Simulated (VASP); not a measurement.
# MgZr2N2 (I4/mmm) in VASP: notebook, part 2 of 2

VASP 6.6.1. The steps go on from the part before.

### Step 3. Single point, PBE

This run uses another cell than the first one, of 18.74 Å³/atom, 1.319 times its volume.

Input file INCAR:

```
SYSTEM = MgZr2N2
ALGO = Normal ; EDIFF = 1E-6
ENCUT = 520 ; GGA = PE
ISIF = 2 ; ISMEAR = 0
LASPH = .True. ; LCHARG = .False.
LREAL = .False. ; LWAVE = .False.
NBANDS = 26 ; NELM = 60
PREC = Accurate ; SIGMA = 0.1
```

Input file KPOINTS:

```
k-points
0
Gamma
  6 6 6
  0 0 0
```

Input file POSCAR:

```
MgZr2N2
1.0
   -2.1630033840      2.1630033840      5.0069409390
    2.1630033840     -2.1630033840      5.0069409390
    2.1630033840      2.1630033840     -5.0069409390
Mg Zr N
1 2 2
Direct
    0.0000000000      0.0000000000      0.0000000000
    0.7500000000      0.2500000000      0.5000000000
    0.2500000000      0.7500000000      0.5000000000
    0.7911891598      0.7911891598      0.0000000000
    0.2088108402      0.2088108402      0.0000000000
```

Potentials or basis: VASP PAW PBE potentials, release 64 (Mg, Zr_sv, N).

The run is started by

```bash
$ cat potpaw_PBE.64/Mg/POTCAR potpaw_PBE.64/Zr_sv/POTCAR potpaw_PBE.64/N/POTCAR > POTCAR
$ mpirun -np 1 vasp_std > vasp.out
```

Wall time 92 s (1 thread of Intel Xeon Platinum 8488C (Sapphire Rapids), shared host); peak memory 0.36 GiB.

Results (log left out):

- Free energy: -39.7082 eV
- Pressure: 0.2 GPa
- Largest force: 0.017 eV/Å
- Band gap on the k mesh: zero (band 18 reaches 6.37 eV, above the bottom of band 19 at 5.59 eV)

Forces in eV/Å, atoms in the order of the input:
```
Mg   0.000  0.000  0.000
Zr   0.000  0.000  0.000
Zr   0.000  0.000  0.000
N    0.000  0.000  0.017
N    0.000  0.000 -0.017
```

Stress tensor (GPa, compression positive):
```
 0.38  0.00  0.00
 0.00  0.38  0.00
 0.00  0.00 -0.16
```

Levels at points of the mesh, in eV from the Fermi level:
| k point | band 14 | band 15 | band 16 | band 17 | band 18 | band 19 | band 20 | band 21 | band 22 | band 23 |
| --- | --- | --- | --- | --- | --- | --- | --- | --- | --- | --- |
| (0.00, 0.00, 0.00) | -3.89 | -3.45 | -3.45 | -2.39 | -2.22 | 0.93 | 0.93 | 1.92 | 2.78 | 2.78 |
| (0.50, 0.00, 0.00) | -4.67 | -4.10 | -4.04 | -1.53 | -0.75 | 0.30 | 0.40 | 1.79 | 2.53 | 3.10 |
| (0.50, 0.50, 0.00) | -5.26 | -5.23 | -4.75 | -1.26 | 0.35 | 0.51 | 0.83 | 1.74 | 2.83 | 2.91 |
| (0.50, 0.50, 0.50) | -3.76 | -3.53 | -3.53 | -2.19 | -0.20 | 0.30 | 0.67 | 1.30 | 1.30 | 2.66 |

### Step 4. Relaxation of cell and atoms, PBE

Input file INCAR:

```
PREC     = Accurate       # precision mode
ENCUT    = 600            # plane-wave cutoff, eV
EDIFF    = 1E-7           # SCF threshold, eV
ISMEAR   = 0              # smearing method
SIGMA    = 0.1            # smearing width, eV
LREAL    = F              # projectors in reciprocal space
LASPH    = T              # aspherical terms in the spheres
NELM     = 100            # most SCF steps
ALGO     = Normal         # electronic algorithm
ISIF     = 3              # what is computed and relaxed
LWAVE    = F              # write WAVECAR
LCHARG   = F              # write CHGCAR
GGA      = PE             # functional
IBRION   = 2              # ionic algorithm
NSW      = 90             # ionic steps
EDIFFG   = -0.04          # ionic threshold
```

Input file KPOINTS:

```
Automatic mesh
0
Gamma
  6 6 6
```

Input file POSCAR:

```
MgZr2N2
1.0
   -1.8732660400      1.8732660400      5.0613829700
    1.8732660400     -1.8732660400      5.0613829700
    1.8732660400      1.8732660400     -5.0613829700
Mg Zr N
1 2 2
Direct
    0.0000000000      0.0000000000      0.0000000000
    0.7500000000      0.2500000000      0.5000000000
    0.2500000000      0.7500000000      0.5000000000
    0.6123820500      0.6123820500      0.0000000000
    0.3876179500      0.3876179500      0.0000000000
```

The run is started by

```bash
$ cat potpaw_PBE.64/Mg/POTCAR potpaw_PBE.64/Zr_sv/POTCAR potpaw_PBE.64/N/POTCAR > POTCAR
$ mpirun -np 1 vasp_std > vasp.out
```

Run time: 21 min. Hardware: 1 thread of Intel Xeon Platinum 8488C (Sapphire Rapids), shared host; peak memory 0.38 GiB.

The run converged. Its results:

```yaml
Free_energy: -39.6911 eV
Relaxed_volume: 18.69 Å³/atom
Relaxed_cell: a = 5.845 Å, b = 5.845 Å, c = 5.845 Å, α = 136.48°, β = 136.48°, γ = 63.24°
Space_group_after_relaxing_to_0.05_Å: I4/mmm (No. 139)
Energy_gained_by_relaxing: 932.9 meV/atom
Ionic_steps: 23
Pressure_after_relaxing: 0.0 GPa
Largest_force_after_relaxing: 0.008 eV/Å
Band_gap_on_the_k_mesh: zero (band 18 reaches 6.39 eV, above the bottom of band 19 at 5.60 eV)
```

Forces in eV/Å, atoms in the order of the input:
```
Mg   0.000  0.000  0.000
Zr   0.000  0.000  0.000
Zr   0.000  0.000  0.000
N    0.000  0.000  0.008
N    0.000  0.000 -0.008
```

Stress tensor (GPa, compression positive):
```
-0.03  0.00  0.00
 0.00 -0.03  0.00
 0.00  0.00  0.08
```

Step by step:
| step | energy change (eV) | largest force (eV/Å) | pressure (GPa) | volume (Å³) |
| --- | --- | --- | --- | --- |
| 1 | 0.0000 | 2.6079 | 9.13 | 71.04 |
| 2 | -1.0956 | 3.1671 | -2.68 | 79.56 |
| 3 | -1.3756 | 3.1980 | -10.57 | 87.49 |
| 4 | -1.9448 | 2.6753 | -9.04 | 87.92 |
| 5 | -3.1021 | 1.6709 | -5.09 | 89.10 |
| 6 | -4.3578 | 0.2978 | -6.91 | 90.87 |
| 7 | -4.1353 | 0.6330 | 13.97 | 81.30 |
| 8 | -4.4717 | 0.4331 | -0.51 | 87.19 |
| 9 | -4.4718 | 0.4365 | -0.33 | 87.10 |
| 10 | -4.4867 | 0.3364 | -0.08 | 87.08 |
| 11 | -4.5147 | 0.1259 | 0.59 | 87.01 |
| 12 | -4.4884 | 0.6507 | 1.94 | 86.88 |
| 13 | -4.5210 | 0.0063 | 0.91 | 86.98 |
| 14 | -4.5335 | 0.0335 | 0.92 | 87.28 |
| 15 | -4.5717 | 0.0368 | 0.93 | 88.16 |
| 16 | -4.6275 | 0.0509 | 0.86 | 89.87 |
| 17 | -4.6535 | 0.3236 | 0.16 | 93.11 |
| 18 | -4.6554 | 0.2311 | 0.35 | 92.50 |
| 19 | -4.6554 | 0.2643 | 0.28 | 92.72 |
| 20 | -4.6634 | 0.0609 | 0.60 | 93.13 |
| 21 | -4.6638 | 0.0097 | 0.53 | 93.06 |
| 22 | -4.6626 | 0.0061 | -0.85 | 94.12 |
| 23 | -4.6644 | 0.0084 | 0.01 | 93.46 |

Final structure:
```xyz
5
Lattice="-2.1666 2.1666 4.9770 2.1666 -2.1666 4.9770 2.1666 2.1666 -4.9770" Properties=species:S:1:pos:R:3 pbc="T T T"
Mg    0.0000    0.0000    0.0000
Zr    0.0000    2.1666    2.4885
Zr    2.1666    0.0000    2.4885
N     0.0000    0.0000    7.8677
N     0.0000    0.0000    2.0863
```

Levels at points of the mesh, in eV from the Fermi level:
| k point | band 14 | band 15 | band 16 | band 17 | band 18 | band 19 | band 20 | band 21 | band 22 |
| --- | --- | --- | --- | --- | --- | --- | --- | --- | --- |
| (0.00, 0.00, 0.00) | -3.87 | -3.46 | -3.46 | -2.42 | -2.22 | 0.85 | 0.85 | 1.92 | 2.75 |
| (0.50, 0.00, 0.00) | -4.67 | -4.10 | -4.03 | -1.53 | -0.75 | 0.29 | 0.39 | 1.80 | 2.52 |
| (0.50, 0.50, 0.00) | -5.27 | -5.26 | -4.77 | -1.28 | 0.34 | 0.55 | 0.85 | 1.79 | 2.96 |
| (0.50, 0.50, 0.50) | -3.73 | -3.54 | -3.54 | -2.19 | -0.18 | 0.32 | 0.63 | 1.23 | 1.23 |

Caveat: the k points lie up to 0.34 Å⁻¹ apart in the final cell; the volume moved by over 15 % at a fixed basis, so the end points are rough.

### Step 5. Single point, PBE

This run uses another cell than the first one, of 18.72 Å³/atom, 1.317 times its volume.

Input file INCAR:

```
SYSTEM = MgZr2N2
PREC = Accurate
ENCUT = 520
EDIFF = 1E-6
ISMEAR = 0
SIGMA = 0.1
LREAL = .False.
LASPH = .True.
NELM = 80
ALGO = Normal
ISIF = 2
LWAVE = .False.
LCHARG = .False.
GGA = PE
NBANDS = 26
```

Input file KPOINTS:

```
regular mesh
0
Gamma
  12 12 12
  0 0 0
```

Input file POSCAR:

```
MgZr2N2
1.0
   -2.1665777732      2.1665777732      4.9839693475
    2.1665777732     -2.1665777732      4.9839693475
    2.1665777732      2.1665777732     -4.9839693475
Mg Zr N
1 2 2
Direct
    0.0000000000      0.0000000000      0.0000000000
    0.7500000000      0.2500000000      0.5000000000
    0.2500000000      0.7500000000      0.5000000000
    0.7901781005      0.7901781005      0.0000000000
    0.2098218995      0.2098218995      0.0000000000
```

The run is started by

```bash
$ cat potpaw_PBE.64/Mg/POTCAR potpaw_PBE.64/Zr_sv/POTCAR potpaw_PBE.64/N/POTCAR > POTCAR
$ mpirun -np 1 vasp_std > vasp.out
```

Run time: 7.2 min. Hardware: 1 thread of Intel Xeon Platinum 8488C (Sapphire Rapids), shared host; peak memory 0.59 GiB.

The run converged. Its results:

```yaml
Free_energy: -39.7123 eV
Pressure: 0.1 GPa
Largest_force: 0.018 eV/Å
Band_gap_on_the_k_mesh: zero (band 18 reaches 6.37 eV, above the bottom of band 19 at 5.59 eV)
```

Forces in eV/Å, atoms in the order of the input:
```
Mg   0.000  0.000  0.000
Zr   0.000  0.000  0.000
Zr   0.000  0.000  0.000
N    0.000  0.000  0.018
N    0.000  0.000 -0.018
```

Stress tensor (GPa, compression positive):
```
 0.17  0.00  0.00
 0.00  0.17  0.00
 0.00  0.00 -0.13
```

Levels at points of the mesh, in eV from the Fermi level:
| k point | band 14 | band 15 | band 16 | band 17 | band 18 | band 19 | band 20 | band 21 | band 22 | band 23 |
| --- | --- | --- | --- | --- | --- | --- | --- | --- | --- | --- |
| (0.00, 0.00, 0.00) | -3.82 | -3.41 | -3.41 | -2.38 | -2.17 | 0.88 | 0.88 | 1.96 | 2.79 | 2.79 |
| (0.50, 0.00, 0.00) | -4.64 | -4.05 | -3.99 | -1.49 | -0.72 | 0.34 | 0.44 | 1.84 | 2.57 | 3.16 |
| (0.50, 0.50, 0.00) | -5.23 | -5.22 | -4.73 | -1.24 | 0.37 | 0.59 | 0.89 | 1.84 | 2.84 | 2.93 |
| (0.50, 0.50, 0.50) | -3.69 | -3.50 | -3.50 | -2.15 | -0.15 | 0.34 | 0.68 | 1.26 | 1.26 | 2.67 |

### Step 6. Overview

| task | cell | k mesh | cutoff (eV) | gap on the mesh (eV) | pressure (GPa) | largest force (eV/Å) |
| --- | --- | --- | --- | --- | --- | --- |
| single point | a = 5.713 Å, angles 141.7, 141.7, 55.3°, 5 atoms | 6 × 6 × 6 | 520 | none | 9.2 | 2.61 |
| single point | a = 5.867 Å, angles 136.7, 136.7, 62.8°, 5 atoms | 6 × 6 × 6 | 520 | none | 0.2 | 0.02 |
| relaxation of cell and atoms | relaxed from a = 5.713 Å, angles 141.7, 141.7, 55.3°, 5 atoms | 6 × 6 × 6 | 600 | none | 0.0 | 0.01 |
| single point | a = 5.850 Å, angles 136.5, 136.5, 63.2°, 5 atoms | 12 × 12 × 12 | 520 | none | 0.1 | 0.02 |

Alike in all rows: level PBE; potentials or basis VASP PAW PBE potentials, release 64 (Mg, Zr_sv, N); no spin polarisation; smearing gaussian 0.1 eV.

Caveats: some runs use coarse meshes; forces of over 1 eV/Å act on the atoms, so gaps and moduli don't describe the material at rest (some runs); the volume moved by over 15 % at a fixed basis, so the end points are rough (some runs).

Absolute energies hang on the potentials; compare differences alone.
